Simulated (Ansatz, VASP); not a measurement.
# One calculation of HfO2, two programs

Contents of INCAR:

```
PREC = Accurate
ENCUT = 520
EDIFF = 1E-6
ISMEAR = 0
SIGMA = 0.01
LREAL = F
LASPH = T
NELM = 80
ALGO = Normal
ISIF = 2
LWAVE = F
LCHARG = F
GGA = PE
NBANDS = 56
```

KPOINTS

```
regular mesh
0
Gamma
  4 6 6
```

The input POSCAR:

```
HfO2
1.0
    5.2945362662      0.0000000000      0.0000000000
    0.0000000000      5.0697560509      0.0000000000
    0.0000000000      0.0000000000      5.1018666730
Hf O
4 8
Direct
    0.0130394894      0.2565205097      0.2185980625
    0.4869605116      0.2565205097      0.7185980625
    0.5130394894      0.7434794883      0.2185980625
    0.9869605116      0.7434794883      0.7185980625
    0.3267129410      0.0604142815      0.3919605231
    0.1732870600      0.0604142815      0.8919605231
    0.7722313375      0.4517481727      0.5024414144
    0.7277686635      0.4517481727      1.0024414144
    0.2277686635      0.5482518313      1.0024414144
    0.2722313315      0.5482518313      0.5024414144
    0.8267129410      0.9395857165      0.3919605231
    0.6732870600      0.9395857165      0.8919605231
```

Input for Ansatz:

```yaml
crystal:
  lattice:
    - [5.2945362662, 0.0, 0.0]
    - [0.0, 5.0697560509, 0.0]
    - [0.0, 0.0, 5.101866673]
  atoms:
    - { symbol: Hf, position: [0.0130394894, 0.2565205097, 0.2185980625] }
    - { symbol: Hf, position: [0.4869605116, 0.2565205097, 0.7185980625] }
    - { symbol: Hf, position: [0.5130394894, 0.7434794883, 0.2185980625] }
    - { symbol: Hf, position: [0.9869605116, 0.7434794883, 0.7185980625] }
    - { symbol: O, position: [0.326712941, 0.0604142815, 0.3919605231] }
    - { symbol: O, position: [0.17328706, 0.0604142815, 0.8919605231] }
    - { symbol: O, position: [0.7722313375, 0.4517481727, 0.5024414144] }
    - { symbol: O, position: [0.7277686635, 0.4517481727, 1.0024414144] }
    - { symbol: O, position: [0.2277686635, 0.5482518313, 1.0024414144] }
    - { symbol: O, position: [0.2722313315, 0.5482518313, 0.5024414144] }
    - { symbol: O, position: [0.826712941, 0.9395857165, 0.3919605231] }
    - { symbol: O, position: [0.67328706, 0.9395857165, 0.8919605231] }
basis:
  ecutwfc: 420
  xc_grid: 2
kpoints:
  mp_grid: { grid: [4, 6, 6] }
hamiltonian:
  xc: pbe
  pseudopotentials: { kind: paw, azcp: { folder: soft_1 } }
scf:
  occupations: { method: fixed }
output:
  forces: true
  stress: true
  eigenvalues: true
  polarization: {}
```

Change from the starting cell: polar distortion scaled by 0.40.

Alike in both runs: task single point; functional PBE; k mesh 4 × 6 × 6; no spin polarisation.

|  | VASP | Ansatz |
| --- | --- | --- |
| version | VASP 6.6.1 | Ansatz 0.2.0 |
| potentials or method | VASP PAW PBE potentials, release 64 (Hf_pv, O), cutoff 520 eV | scalar-relativistic, plane waves, PAW |
| occupations | gaussian, width 0.01 eV | fixed |
| valence electrons in the cell | 88 | 152 |

|  | VASP | Ansatz | Ansatz less VASP |
| --- | --- | --- | --- |
| gap on the k mesh at the Fermi level (eV) | 4.03 | 4.09 | +0.062 |
| least direct gap on the mesh (eV) | 4.44 | 4.50 | +0.056 |
| pressure (GPa) | -1.1 | 2.3 | +3.36 |
| traceless stress, the component that is largest in VASP (GPa) | -6.32 | -6.13 | +0.188 |
| rms of the force components (eV/Å) | 0.411 | 0.421 | +0.0100 |

Atom by atom the forces differ by 0.018 eV/Å (rms over components). VASP's potentials hold 88 valence electrons a cell and Ansatz's 152, so a difference there can come from the potentials and not from the codes.

Neither program's run includes spin-orbit coupling.
